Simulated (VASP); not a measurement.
# Zr (Im-3m) in VASP: further runs

Zr is run at these levels: PBEsol; tasks: electric field gradients.

Everything below comes from runs of VASP 6.6.1. Logs are shortened: lines on timing, memory, paths and dates and some standing lists are left out, and cuts for length are marked.

### 1 The cell of the first run

It takes space group Im-3m (No. 229, cubic). Conventional cell: a = 3.620 Å, b = 3.620 Å, c = 3.620 Å, α = 90.00°, β = 90.00°, γ = 90.00°. Zr (site symmetry m-3m) has 14 Zr at 3.14 to 3.62 Å within 4.1 Å.

### 2 Electric field gradients, PBEsol

INCAR

```
SYSTEM = Zr
ALGO = Normal
EDIFF = 1E-8
ENCUT = 520
GGA = PS
ISIF = 2
ISMEAR = -1
LASPH = .TRUE.
LCHARG = .FALSE.
LEFG = .TRUE.
LREAL = .FALSE.
LWAVE = .FALSE.
NBANDS = 12
NELM = 80
PREC = Accurate
SIGMA = 0.08
```

KPOINTS

```
k-points
0
G
  14 14 14
  0 0 0
```

POSCAR

```
Zr
1.0
   -1.8100000000      1.8100000000      1.8100000000
    1.8100000000     -1.8100000000      1.8100000000
    1.8100000000      1.8100000000     -1.8100000000
Zr
1
Direct
    0.0000000000      0.0000000000      0.0000000000
```

Potentials or basis: VASP PAW PBE potentials, release 64 (Zr_sv).

The run is started by

```
$ cat potpaw_PBE.64/Zr_sv/POTCAR > POTCAR
$ mpirun -np 1 vasp_std > vasp.out
```

OUTCAR:

```text
SYSTEM = Zr
   EDIFF = 1E-8
   ENCUT = 520
   GGA = PS
   ISIF = 2
   ISMEAR = -1
   LASPH = .TRUE.
   LREAL = .FALSE.
   NELM = 80
   PREC = Accurate

 ion  position               nearest neighbor table
   1  0.000  0.000  0.000-

  LATTYP: Found a body centered cubic cell.
 ALAT       =     3.6200000000

  Lattice vectors:

 A1 = (  -1.8100000000,   1.8100000000,   1.8100000000)
 A2 = (   1.8100000000,  -1.8100000000,   1.8100000000)
 A3 = (   1.8100000000,   1.8100000000,  -1.8100000000)

Analysis of symmetry for initial positions (statically):
=====================================================================
 Subroutine PRICEL returns:
 Original cell was already a primitive cell.

 Routine SETGRP: Setting up the symmetry group for a
 body centered cubic supercell.

 Subroutine GETGRP returns: Found 48 space group operations
 (whereof 48 operations were pure point group operations)
 out of a pool of 48 trial point group operations.

The static configuration has the point symmetry O_h .

Analysis of symmetry for dynamics (positions and initial velocities):
=====================================================================
 Subroutine PRICEL returns:
 Original cell was already a primitive cell.

 Routine SETGRP: Setting up the symmetry group for a
 body centered cubic supercell.

 Subroutine GETGRP returns: Found 48 space group operations
 (whereof 48 operations were pure point group operations)
 out of a pool of 48 trial point group operations.

The dynamic configuration has the point symmetry O_h .

 Subroutine INISYM returns: Found 48 space group operations
 (whereof 48 operations are pure point group operations),
 and found     1 'primitive' translations

----------------------------------------------------------------------------------------

                                     Primitive cell

  volume of cell :      23.7190

  direct lattice vectors                    reciprocal lattice vectors
    -1.810000000  1.810000000  1.810000000     0.000000000  0.276243094  0.276243094
     1.810000000 -1.810000000  1.810000000     0.276243094  0.000000000  0.276243094
     1.810000000  1.810000000 -1.810000000     0.276243094  0.276243094  0.000000000

  length of vectors
     3.135011962  3.135011962  3.135011962     0.390666730  0.390666730  0.390666730

  position of ions in fractional coordinates (direct lattice)
     0.000000000  0.000000000  0.000000000

  ion indices of the primitive-cell ions
   primitive index   ion index
                 1           1

----------------------------------------------------------------------------------------

 KPOINTS: k-points

Automatic generation of k-mesh.
 Grid dimensions read from file:
 generate k-points for:   14   14   14

 Generating k-lattice:

  Cartesian coordinates                     Fractional coordinates (reciprocal lattice)
     0.000000000  0.019731650  0.019731650     0.071428571  0.000000000  0.000000000
     0.019731650  0.000000000  0.019731650     0.000000000  0.071428571  0.000000000
     0.019731650  0.019731650  0.000000000     0.000000000  0.000000000  0.071428571

  Length of vectors
     0.027904766  0.027904766  0.027904766

  Shift w.r.t. Gamma in fractional coordinates (k-lattice)
     0.000000000  0.000000000  0.000000000

 Subroutine IBZKPT returns following result:
 ===========================================

 Found    104 irreducible k-points:

 Following reciprocal coordinates:
            Coordinates               Weight
  0.000000  0.000000  0.000000      1.000000
  0.071429  0.000000  0.000000     12.000000
  0.142857  0.000000  0.000000     12.000000
  0.214286  0.000000  0.000000     12.000000
  0.285714  0.000000  0.000000     12.000000
  0.357143  0.000000  0.000000     12.000000
[... 16 lines left out ...]
  0.285714  0.285714  0.000000     24.000000
  0.357143  0.285714  0.000000     24.000000
 [... further k-points ...]
   k-points           NKPTS =    104   k-points in BZ     NKDIM =    104   number of bands    NBANDS=     12
   number of dos      NEDOS =    301   number of ions     NIONS =      1
   total plane-waves  NPLWV =  13824
   dimension x,y,z NGX =    24 NGY =   24 NGZ =   24
   dimension x,y,z NGXF=    48 NGYF=   48 NGZF=   48
   ions per type =               1
   NGX,Y,Z   is equivalent  to a cutoff of  12.73, 12.73, 12.73 a.u.
   NGXF,Y,Z  is equivalent  to a cutoff of  25.45, 25.45, 25.45 a.u.
 SYSTEM =  Zr
   PREC   = accura    normal or accurate (medium, high low for compatibility)
   ISTART =      0    job   : 0-new  1-cont  2-samecut
   ICHARG =      2    charge: 1-file 2-atom 10-const
   ISPIN  =      1    spin polarized calculation?
   LNONCOLLINEAR =      F non collinear calculations
   LSORBIT =      F    spin-orbit coupling
   LASPH  =      T    aspherical Exc in radial PAW
   ENCUT  =  520.0 eV  38.22 Ry    6.18 a.u.   5.83  5.83  5.83*2*pi/ulx,y,z
   NELM   =     80;   NELMIN=  2; NELMDL= -5     # of ELM steps
   EDIFF  = 0.1E-07   stopping-criterion for ELM
   LREAL  =      F    real-space projection
   EDIFFG = 0.1E-06   stopping-criterion for IOM
   NSW    =      0    number of steps for IOM
   IBRION =     -1    ionic relax: 0-MD 1-quasi-New 2-CG
   NFREE  =      0    steps in history (QN), initial steepest desc. (CG)
   ISIF   =      2    stress and relaxation
   ISYM   =      2    0-nonsym 1-usesym 2-fastsym
   POTIM  = 0.5000    time-step for ionic-motion
   TEBEG  =    0.0;   TEEND  =   0.0 temperature during run
   PSTRESS=    0.0 pullay stress
   NELECT =      12.0000    total number of electrons
   NUPDOWN=      -1.0000    fix difference up-down
   EMIN   =  10.00;   EMAX   =-10.00  energy-range for DOS
   EFERMI =   0.00;   METHOD = LEGACY
   ISMEAR =    -1;   SIGMA  =   0.08  broadening in eV -4-tet -1-fermi 0-gaus
   EFERMI_NEDOS =   21; number of points for ismear=-14 and -15
   IALGO  =     38    algorithm
   IMIX   =      4    mixing-type and parameters
     AMIX     =   0.40;   BMIX     =  1.00
     AMIX_MAG =   1.60;   BMIX_MAG =  1.00
  volume/ion in A,a.u.               =      23.72       160.06
  Fermi-wavevector in a.u.,A,eV,Ry     =   1.304478  2.465105 23.152520  1.701662
  Thomas-Fermi vector in A             =   2.435411
   LORBIT       =      0    0 simple, 1 ext, 2 COOP (PROOUT), +10 PAW based schemes
   GGA     = PS    functional components
   LHFCALC =     F    Hartree Fock is set to
   AEXX    =    0.0000 exact exchange contribution
   IVDW    =     0    specifies the selected vdW correction
   LEPSILON=     F    determine dielectric tensor
   LRPA    =     F    only Hartree local field effects (RPA)
 non-spin polarized calculation
  energy-cutoff  :      520.00
  volume of cell :       23.72
 maximum number of plane-waves:       682
   NGX = 11   NGY = 11   NGZ = 11

 number of electron      12.0000000 magnetization

 Free energy of the ion-electron system (eV)
  ---------------------------------------------------
  ext. energy  EPLUGINS =         0.00000000
  ---------------------------------------------------
  free energy    TOTEN  =        -8.99341346 eV

  energy without entropy =       -8.95251705  energy(sigma->0) =       -8.97296525

 E-fermi :   8.3768     XC(G=0): -11.1127

 val. band max:        8.3721968605   @ k =   0.2143   0.2143   0.0000
 cond. band min:       8.3794393274   @ k =   0.2143   0.0714   0.0714
 fundamental gap:      0.0072424669
 Fermi energy:         8.3767796536

 k-point     1 :       0.0000    0.0000    0.0000
  band No.  band energies     occupation
      1     -40.0533      2.00000
      2     -17.6115      2.00000
      3     -17.6115      2.00000
      4     -17.6115      2.00000
      5       3.0258      2.00000
      6       9.4837      0.00000
      7       9.4837      0.00000
      8       9.4837      0.00000
      9      11.9199      0.00000
     10      11.9199      0.00000
     11      20.7087      0.00000
     12      20.7087      0.00000

 k-point     2 :       0.0714    0.0000    0.0000
  band No.  band energies     occupation
      1     -40.0464      2.00000
      2     -17.6601      2.00000
      3     -17.6264      2.00000
      4     -17.6118      2.00000
      5       3.1962      2.00000
      6       9.3710      0.00001
      7       9.4460      0.00000
      8       9.6483      0.00000
      9      11.7481      0.00000
     10      11.9190      0.00000
     11      20.8551      0.00000
     12      21.0161      0.00000
[... 316 lines left out ...]
 k-point    24 :       0.3571    0.2857    0.0000
  band No.  band energies     occupation
      1     -39.8952      2.00000
      2     -18.3144      2.00000
      3     -18.1733      2.00000
      4     -17.7253      2.00000
      5       7.0186      2.00000
      6       7.8418      1.99751
      7       8.2190      1.75578
      8      12.0723      0.00000
      9      12.4721      0.00000
     10      16.6209      0.00000
     11      17.1534      0.00000
     12      18.5751      0.00000

 [... further k-points ...]

------------------------ aborting loop because EDIFF is reached ----------------------------------------

  FORCE on cell =-STRESS in cart. coord.  units (eV):
  Direction    XX          YY          ZZ          XY          YZ          ZX
  --------------------------------------------------------------------------------------
  -------------------------------------------------------------------------------------
  Total       -0.9814183     -0.9814183     -0.9814183      0.0000000      0.0000000     -0.0000000
  in kB      -66.2932041    -66.2932041    -66.2932041      0.0000000      0.0000000     -0.0000000
  external PRESSURE =     -66.2932041 kB  Pullay stress =       0.0000000 kB

 VOLUME and BASIS-vectors are now :
 -----------------------------------------------------------------------------
  energy-cutoff  :      520.00
  volume of cell :       23.72
      direct lattice vectors                 reciprocal lattice vectors
    -1.810000000  1.810000000  1.810000000     0.000000000  0.276243094  0.276243094
     1.810000000 -1.810000000  1.810000000     0.276243094  0.000000000  0.276243094
     1.810000000  1.810000000 -1.810000000     0.276243094  0.276243094  0.000000000

 POSITION                                       TOTAL-FORCE (eV/Angst)
 -----------------------------------------------------------------------------------
      0.00000      0.00000      0.00000        -0.000000      0.000000      0.000000
 -----------------------------------------------------------------------------------
    total drift:                                0.000000      0.000000      0.000000

  FREE ENERGIE OF THE ION-ELECTRON SYSTEM (eV)
  ---------------------------------------------------
  free  energy   TOTEN  =        -8.9934134589 eV

  energy  without entropy=       -8.9525170465  energy(sigma->0) =       -8.97296525

 Electric field gradients (V/A^2)
---------------------------------------------------------------------
 ion       V_xx      V_yy      V_zz      V_xy      V_xz      V_yz
---------------------------------------------------------------------
   1       0.000    -0.000    -0.000    -0.000    -0.000    -0.000
---------------------------------------------------------------------

 Electric field gradients after diagonalization (V/A^2)
 (convention: |V_zz| > |V_xx| > |V_yy|)
----------------------------------------------------------------------
 ion       V_xx      V_yy      V_zz     asymmetry (V_yy - V_xx)/ V_zz
----------------------------------------------------------------------
   1       0.000     0.000    -0.000       0.000
----------------------------------------------------------------------

           NMR quadrupolar parameters

 Cq : quadrupolar parameter    Cq=e*Q*V_zz/h
 eta: asymmetry parameters     (V_yy - V_xx)/ V_zz
 Q  : nuclear electric quadrupole moment in mb (millibarn)
----------------------------------------------------------------------
 ion       Cq(MHz)       eta       Q (mb)
----------------------------------------------------------------------
   1      -0.000       0.000       1.000
----------------------------------------------------------------------
```

Run time: 16 s. Hardware: 1 thread of Intel Xeon Platinum 8259CL at 2.50GHz (Skylake/Cascade Lake), shared host; peak memory 0.15 GiB.

Results:

- Free energy: -8.9934 eV
- Pressure: -6.6 GPa
- Band gap on the k mesh: zero (band 6 reaches 9.48 eV, above the bottom of band 7 at 7.76 eV)

Levels at points of the mesh, in eV from the Fermi level:
| k point | band 3 | band 4 | band 5 | band 6 | band 7 | band 8 | band 9 | band 10 |
| --- | --- | --- | --- | --- | --- | --- | --- | --- |
| (0.00, 0.00, 0.00) | -25.99 | -25.99 | -5.35 | 1.11 | 1.11 | 1.11 | 3.54 | 3.54 |
| (0.50, 0.00, 0.00) | -26.28 | -26.00 | -2.74 | -0.64 | 1.53 | 3.52 | 4.18 | 6.20 |
| (0.50, 0.50, 0.50) | -26.62 | -26.62 | -2.45 | -2.45 | 5.54 | 5.54 | 5.54 | 7.24 |

Caveat: without QUAD_EFG the Cq values of the log hold for a quadrupole moment of 1 mb, not for the nuclei; the PAW data sets were made with another functional, which shifts forces and pressure a little.

### 3 Electric field gradients, PBEsol (volume scaled by 0.98)

INCAR

```
  PREC = Accurate
  ENCUT = 520
  EDIFF = 1E-8
  ISMEAR = -1
  SIGMA = 0.08
  LREAL = F
  LASPH = T
  NELM = 80
  ALGO = Normal
  ISIF = 2
  LWAVE = F
  LCHARG = F
  GGA = PS
  LEFG = T
  NBANDS = 12
```

KPOINTS

```
regular mesh
0
Gamma
  14 14 14
```

POSCAR

```
Zr
1.0
   -1.7978519830      1.7978519830      1.7978519830
    1.7978519830     -1.7978519830      1.7978519830
    1.7978519830      1.7978519830     -1.7978519830
Zr
1
Direct
    0.0000000000      0.0000000000      0.0000000000
```

Potentials or basis: VASP PAW PBE potentials, release 64 (Zr_sv).

The run is started by

```
$ cat potpaw_PBE.64/Zr_sv/POTCAR > POTCAR
$ mpirun -np 1 vasp_std > vasp.out
```

OUTCAR:

```text
PREC = Accurate
   ENCUT = 520
   EDIFF = 1E-8
   ISMEAR = -1
   LREAL = F
   LASPH = T
   NELM = 80
   ISIF = 2
   GGA = PS

 ion  position               nearest neighbor table
   1  0.000  0.000  0.000-

  LATTYP: Found a body centered cubic cell.
 ALAT       =     3.5957039660

  Lattice vectors:

 A1 = (  -1.7978519830,   1.7978519830,   1.7978519830)
 A2 = (   1.7978519830,  -1.7978519830,   1.7978519830)
[... 565 lines left out ...]
    total drift:                                0.000000      0.000000      0.000000

  FREE ENERGIE OF THE ION-ELECTRON SYSTEM (eV)
  ---------------------------------------------------
  free  energy   TOTEN  =        -9.0106901108 eV

  energy  without entropy=       -8.9712417785  energy(sigma->0) =       -8.99096594

 Electric field gradients (V/A^2)
---------------------------------------------------------------------
 ion       V_xx      V_yy      V_zz      V_xy      V_xz      V_yz
---------------------------------------------------------------------
   1       0.000    -0.000    -0.000    -0.000    -0.000    -0.000
---------------------------------------------------------------------

 Electric field gradients after diagonalization (V/A^2)
 (convention: |V_zz| > |V_xx| > |V_yy|)
----------------------------------------------------------------------
 ion       V_xx      V_yy      V_zz     asymmetry (V_yy - V_xx)/ V_zz
----------------------------------------------------------------------
   1       0.000     0.000    -0.000       0.000
----------------------------------------------------------------------

           NMR quadrupolar parameters

 Cq : quadrupolar parameter    Cq=e*Q*V_zz/h
 eta: asymmetry parameters     (V_yy - V_xx)/ V_zz
 Q  : nuclear electric quadrupole moment in mb (millibarn)
----------------------------------------------------------------------
 ion       Cq(MHz)       eta       Q (mb)
----------------------------------------------------------------------
   1      -0.000       0.000       1.000
----------------------------------------------------------------------
```

It took 21 s on 1 thread of Intel Xeon Platinum 8259CL at 2.50GHz (Skylake/Cascade Lake), shared host; peak memory 0.15 GiB.

What came out:

| Property | Result |
| --- | --- |
| Free energy | -9.0107 eV |
| Pressure | -5.2 GPa |
| Band gap on the k mesh | zero (band 6 reaches 9.71 eV, above the bottom of band 7 at 7.97 eV) |

Caveat: without QUAD_EFG the Cq values of the log hold for a quadrupole moment of 1 mb, not for the nuclei; the PAW data sets were made with another functional, which shifts forces and pressure a little.

(Part 1 of 2 ends here.)
